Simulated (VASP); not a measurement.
# SnH3 (R-3c) in VASP: a series of runs, part 2 of 2

VASP 6.6.1. Earlier steps stand in the parts before.

## 3. Single point, PBE+D3(BJ)

INCAR reads:

```
PREC = Accurate
ENCUT = 520
EDIFF = 1E-7
ISMEAR = -1
SIGMA = 0.0351
LREAL = False
LASPH = True
NELM = 80
ALGO = Normal
ISIF = 2
LWAVE = False
LCHARG = False
GGA = PE
IVDW = 12
NBANDS = 27
```

KPOINTS reads:

```
regular mesh
0
Gamma
  5 5 5
```

POSCAR reads:

```
SnH3
1.0
    2.7801365430      4.8153377445     -0.0000001824
   -2.7801365430      4.8153377445     -0.0000001824
    0.0000000000     -3.2102249908      4.5442066530
Sn H
2 6
Direct
    0.0000000000      0.0000000000      0.0000000000
    0.5000000000      0.5000000000      0.5000000000
    0.7498136651      0.7501863349      0.7500000000
    0.2500000000      0.7498136651      0.7500000000
    0.7501863349      0.2500000000      0.7500000000
    0.2501863349      0.2498136651      0.2500000000
    0.7500000000      0.2501863349      0.2500000000
    0.2498136651      0.7500000000      0.2500000000
```

Potentials or basis: VASP PAW PBE potentials, release 64 (Sn_d, H).

The run is started by

```bash
> cat potpaw_PBE.64/Sn_d/POTCAR potpaw_PBE.64/H/POTCAR > POTCAR
> mpirun -np 1 vasp_std > vasp.out
```

It took 32 s on 1 thread of Intel Xeon 6975P-C (Granite Rapids), shared host; peak memory 0.27 GiB.

It converged, with:

| Item | Value |
| --- | --- |
| Free energy | -25.9081 eV |
| Pressure | -0.1 GPa |
| Band gap on the k mesh | zero (bands 17 and 18 overlap by 1.58 eV) |
| Dispersion energy per atom | -0.089 eV |

Levels at points of the mesh, in eV from the Fermi level:
| k point | band 13 | band 14 | band 15 | band 16 | band 17 | band 18 | band 19 | band 20 | band 21 | band 22 |
| --- | --- | --- | --- | --- | --- | --- | --- | --- | --- | --- |
| (0.00, 0.00, 0.00) | -5.46 | -5.46 | -5.46 | -2.02 | -2.02 | 1.24 | 1.24 | 1.24 | 3.94 | 3.95 |

Caveat: spin-orbit coupling is left out, which moves the levels of the heavy elements.

## 4. Single point, PBE

This run uses another cell than the first one, of 15.56 Å³/atom.

INCAR reads:

```
  ALGO = Normal
  EDIFF = 1E-6
  ENCUT = 520
  GGA = PE
  ISIF = 2
  ISMEAR = -1
  LASPH = T
  LCHARG = F
  LREAL = F
  LWAVE = F
  NBANDS = 27
  NELM = 100
  PREC = Accurate
  SIGMA = 0.0351
```

KPOINTS reads:

```
k-points
0
Gamma
  5 5 5
```

POSCAR reads:

```
SnH3
1.0
    2.7996181647      4.8490809030     -0.0000001837
   -2.7996181647      4.8490809030     -0.0000001837
    0.0000000000     -3.2327204283      4.5851925791
Sn H
2 6
Direct
    0.0000000000      0.0000000000      0.0000000000
    0.5000000000      0.5000000000      0.5000000000
    0.7504223850      0.7495776150      0.7500000000
    0.2500000000      0.7504223850      0.7500000000
    0.7495776150      0.2500000000      0.7500000000
    0.2495776150      0.2504223850      0.2500000000
    0.7500000000      0.2495776150      0.2500000000
    0.2504223850      0.7500000000      0.2500000000
```

Potentials or basis: VASP PAW PBE potentials, release 64 (Sn_d, H).

The run is started by

```bash
> cat potpaw_PBE.64/Sn_d/POTCAR potpaw_PBE.64/H/POTCAR > POTCAR
> mpirun -np 1 vasp_std > vasp.out
```

OUTCAR:

```text
EDIFF = 1E-6
   ENCUT = 520
   GGA = PE
   ISIF = 2
   ISMEAR = -1
   LASPH = T
   LREAL = F
   NELM = 100
   PREC = Accurate

 ion  position               nearest neighbor table
   1  0.000  0.000  0.000-   3 1.98   6 1.98   4 1.98   7 1.98   5 1.98   8 1.98
   2  0.500  0.500  0.500-   3 1.98   6 1.98   5 1.98   8 1.98   7 1.98   4 1.98
   3  0.750  0.750  0.750-   1 1.98   2 1.98
   4  0.250  0.750  0.750-   1 1.98   2 1.98
   5  0.750  0.250  0.750-   2 1.98   1 1.98
[... 778 lines left out ...]
  -------------------------------------------------------------------------------------
  Total       -0.0506463     -0.0506463     -0.0818714      0.0000000     -0.0000000      0.0000000
  in kB       -0.6517968     -0.6517968     -1.0536511      0.0000000     -0.0000000      0.0000000
  external PRESSURE =      -0.7857482 kB  Pullay stress =       0.0000000 kB

 VOLUME and BASIS-vectors are now :
 -----------------------------------------------------------------------------
  energy-cutoff  :      520.00
  volume of cell :      124.49
      direct lattice vectors                 reciprocal lattice vectors
     2.799618165  4.849080903 -0.000000184     0.178595784  0.103112327  0.072697781
    -2.799618165  4.849080903 -0.000000184    -0.178595784  0.103112327  0.072697781
     0.000000000 -3.232720428  4.585192579     0.000000000  0.000000008  0.218093354

 POSITION                                       TOTAL-FORCE (eV/Angst)
 -----------------------------------------------------------------------------------
      0.00000      0.00000      0.00000         0.000000      0.000000     -0.000000
      0.00000      3.23272      2.29260         0.000000     -0.000000     -0.000000
      0.00237      4.84908      3.43889        -0.000655      0.000000      0.000000
     -1.40099      2.42659      3.43889         0.000327     -0.000567      0.000000
      1.39863      2.42249      3.43889         0.000327      0.000567     -0.000000
     -0.00237      1.61636      1.14630         0.000655     -0.000000     -0.000000
      1.40099      4.03885      1.14630        -0.000327      0.000567     -0.000000
     -1.39863      4.04295      1.14630        -0.000327     -0.000567      0.000000
 -----------------------------------------------------------------------------------
    total drift:                               -0.000000      0.000000     -0.000000

  FREE ENERGIE OF THE ION-ELECTRON SYSTEM (eV)
  ---------------------------------------------------
  free  energy   TOTEN  =       -25.2064041062 eV

  energy  without entropy=      -25.1929199374  energy(sigma->0) =      -25.19966202
```

stdout:

```text
POSCAR found type information on POSCAR SnH
 POSCAR found :  2 types and       8 ions
 scaLAPACK will be used
 LDA part: xc-table for (Slater+PW92), standard interpolation
 POSCAR, INCAR and KPOINTS ok, starting setup
 FFT: planning ... GRIDC
 FFT: planning ... GRID_SOFT
 FFT: planning ... GRID
 WAVECAR not read
 entering main loop
```

It took 33 s on 1 thread of Intel Xeon 6975P-C (Granite Rapids), shared host; peak memory 0.27 GiB.

What came out:

| Item | Value |
| --- | --- |
| Free energy | -25.2064 eV |
| Pressure | -0.1 GPa |
| Band gap on the k mesh | zero (bands 17 and 18 overlap by 1.55 eV) |

Caveat: spin-orbit coupling is left out, which moves the levels of the heavy elements.

## 5. Single point, PBE

This run uses another cell than the first one, of 15.56 Å³/atom.

INCAR reads:

```
SYSTEM = SnH3
PREC = Accurate ; ENCUT = 520
EDIFF = 1E-6 ; ISMEAR = -1
SIGMA = 0.0351 ; LREAL = .False.
LASPH = .True. ; NELM = 100
ALGO = Normal ; ISIF = 2
LWAVE = .False. ; LCHARG = .False.
GGA = PE ; NBANDS = 27
```

KPOINTS reads:

```
regular mesh
0
Gamma
  5 5 5
  0 0 0
```

POSCAR reads:

```
SnH3
1.0
    2.7996177780      4.8490802333     -0.0000001837
   -2.7996177780      4.8490802333     -0.0000001837
    0.0000000000     -3.2327199818      4.5851949545
Sn H
2 6
Direct
    0.0000000000      0.0000000000      0.0000000000
    0.5000000000      0.5000000000      0.5000000000
    0.7504209067      0.7495790933      0.7500000000
    0.2500000000      0.7504209067      0.7500000000
    0.7495790933      0.2500000000      0.7500000000
    0.2495790933      0.2504209067      0.2500000000
    0.7500000000      0.2495790933      0.2500000000
    0.2504209067      0.7500000000      0.2500000000
```

The run is started by

```bash
> cat potpaw_PBE.64/Sn_d/POTCAR potpaw_PBE.64/H/POTCAR > POTCAR
> mpirun -np 1 vasp_std > vasp.out
```

Run time: 35 s. Hardware: 1 thread of Intel Xeon 6975P-C (Granite Rapids), shared host; peak memory 0.27 GiB.

Results (log left out):

- Free energy: -25.2064 eV
- Pressure: -0.1 GPa
- Band gap on the k mesh: zero (bands 17 and 18 overlap by 1.55 eV)

Levels at points of the mesh, in eV from the Fermi level:
```tsv
k point	band 14	band 15	band 16	band 17	band 18	band 19	band 20	band 21
(0.00, 0.00, 0.00)	-5.30	-5.30	-1.95	-1.95	1.27	1.27	1.28	4.02
```

Caveat: spin-orbit coupling is left out, which moves the levels of the heavy elements.

## 6. The runs side by side

```csv
level,cell,smearing,gap on the mesh (eV),pressure (GPa)
PBE+D3(BJ),"a = 5.540, b = 5.540, c = 5.587 Å, angles 119.7, 119.7, 60.0°, 8 atoms",methfessel-paxton 0.005 eV,none,-0.2
PBE+D3(BJ),"a = 5.560, b = 5.560, c = 5.564 Å, angles 120.0, 120.0, 60.0°, 8 atoms",fermi-dirac 0.0351 eV,none,-0.1
PBE,"a = 5.599, b = 5.599, c = 5.610 Å, angles 119.9, 119.9, 60.0°, 8 atoms",fermi-dirac 0.0351 eV,none,-0.1
```

Alike in all rows: task single point; potentials or basis VASP PAW PBE potentials, release 64 (Sn_d, H); no spin polarisation; k mesh 5 × 5 × 5; cutoff (eV) 520.

Caveats: spin-orbit coupling is left out, which moves the levels of the heavy elements; three body term missing (at least some runs).

Absolute energies hang on the potentials; compare differences alone.
